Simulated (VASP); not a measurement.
A run of VASP 6.6.1 is set up as follows.

Contents of INCAR:

```
PREC = Accurate
ENCUT = 520
EDIFF = 1E-6
ISMEAR = 0
SIGMA = 0.1
LREAL = False
LASPH = True
NELM = 80
ALGO = Normal
ISIF = 2
LWAVE = False
LCHARG = True
GGA = PS
LELF = True
LVHAR = True
NBANDS = 20
```

KPOINTS

```
regular mesh
0
Gamma
  6 6 4
```

File POSCAR:

```
Te
1.0
    2.0255215920     -6.4253706090      0.0000000000
    2.0255215920      6.4253706090      0.0000000000
    0.0000000000      0.0000000000      5.3605949081
Te
4
Direct
    0.0980000000      0.9020000000      0.9100000000
    0.5980000000      0.4020000000      0.5900000000
    0.9020000000      0.0980000000      0.0900000000
    0.4020000000      0.5980000000      0.4100000000
```

Potentials or basis: VASP PAW PBE potentials, release 64 (Te).

Command:

```bash
$ cat potpaw_PBE.64/Te/POTCAR > POTCAR
$ mpirun -np 1 vasp_std > vasp.out
```

**Question.** Estimate the largest force.

**Answer.** 3.333 eV/Å.

**Question.** What does it give for the band gap on the k mesh?

**Answer.** Zero (bands 12 and 13 overlap by 1.32 eV).

Stress tensor (GPa, compression positive):
```
17.64  0.00  0.00
 0.00 12.27  0.00
 0.00  0.00 12.49
```

Caveat: the stress differs along the axes, from 12 to 18 GPa; the PAW data sets were made with another functional, which shifts forces and pressure a little; spin-orbit coupling is left out, which moves the levels of the heavy elements.
